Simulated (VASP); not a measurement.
Here is a VASP 6.6.1 calculation.

Contents of INCAR:

```
ALGO     = Normal         # electronic algorithm
EDIFF    = 1E-6           # SCF threshold, eV
EDIFFG   = -0.04          # ionic threshold
ENCUT    = 600            # plane-wave cutoff, eV
GGA      = PE             # functional
IBRION   = 2              # ionic algorithm
ISIF     = 3              # what is computed and relaxed
ISMEAR   = 0              # smearing method
LASPH    = T              # aspherical terms in the spheres
LCHARG   = F              # write CHGCAR
LREAL    = F              # projectors in reciprocal space
LWAVE    = F              # write WAVECAR
NELM     = 80             # most SCF steps
NSW      = 90             # ionic steps
PREC     = Accurate       # precision mode
SIGMA    = 0.1            # smearing width, eV
```

File KPOINTS:

```
k-points
0
Gamma
  6 6 4
```

File POSCAR:

```
Si3Te
1.0
    3.8150703500      0.0000000000      0.0000000000
   -1.9075351700      3.3039478400      0.0000000000
    0.0000000000      0.0000000000      6.8859749200
Si Te
3 1
Direct
    0.5000000000      0.0000000000      0.0000000000
    0.0000000000      0.5000000000      0.0000000000
    0.5000000000      0.5000000000      0.0000000000
    0.0000000000      0.0000000000      0.0000000000
```

Potentials or basis: VASP PAW PBE potentials, release 64 (Si, Te).

The run is started by

```bash
$ cat potpaw_PBE.64/Si/POTCAR potpaw_PBE.64/Te/POTCAR > POTCAR
$ mpirun -np 1 vasp_std > vasp.out
```

Question: Estimate the relaxed cell.

Answer: a = 5.556 Å, b = 5.556 Å, c = 6.882 Å, α = 90.00°, β = 90.00°, γ = 120.00°.

Question: Estimate the space group after relaxing (to 0.1 Å).

Answer: P6/mmm (No. 191).

Question: What does it give for the band gap on the k mesh?

Answer: Zero (bands 9 and 10 overlap by 0.71 eV).

The path:
```tsv
step	energy change (eV)	largest force (eV/Å)	pressure (GPa)	volume (Å³)
1	0.0000	0.0000	193.04	86.80
2	-26.1875	0.0000	-1.02	724.80
3	-26.5625	0.0000	-1.12	686.35
4	-26.9654	0.0000	-1.24	649.03
5	-35.2261	0.0000	-4.53	302.78
6	-39.7288	0.0000	1.17	178.48
7	-39.6715	0.0000	-1.83	193.27
8	-39.7576	0.0000	-0.09	183.99
```

Caveat: the volume moved by over 15 % at a fixed basis, so the end points are rough; spin-orbit coupling is left out, which moves the levels of the heavy elements.
